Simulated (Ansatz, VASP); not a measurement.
## SiC: VASP beside Ansatz

```
CELL_PARAMETERS angstrom
3.09177 0.00000 0.00000
-1.54588 2.67755 0.00000
0.00000 0.00000 5.07402
ATOMIC_POSITIONS crystal
Si 0.33333 0.66667 0.00456
Si 0.66667 0.33333 0.50456
C 0.40548 0.71948 0.38044
C 0.66667 0.33333 0.88044
```

Alike in both runs: task single point; functional PBE; k mesh 12 × 12 × 6; occupations gaussian, width 0.05 eV; no spin polarisation.

|  | VASP | Ansatz |
| --- | --- | --- |
| version | VASP 6.6.1 | Ansatz 0.2.0 |
| potentials or method | VASP PAW PBE potentials, release 64 (Si, C), cutoff 520 eV | scalar-relativistic, plane waves, PAW |
| valence electrons in the cell | 16 | 16 |

|  | VASP | Ansatz | Ansatz less VASP |
| --- | --- | --- | --- |
| gap on the k mesh at the Fermi level (eV) | 1.85 | 1.86 | +0.004 |
| least direct gap on the mesh (eV) | 3.81 | 3.82 | +0.005 |
| pressure (GPa) | 2.1 | 2.1 | +0.05 |
| traceless stress, the component that is largest in VASP (GPa) | 5.90 | 5.90 | +0.004 |
| rms of the force components (eV/Å) | 1.258 | 1.258 | -0.0003 |

Atom by atom the forces differ by 0.001 eV/Å (rms over components). With one functional, cell and mesh, what is left measures potentials, basis and numerics.
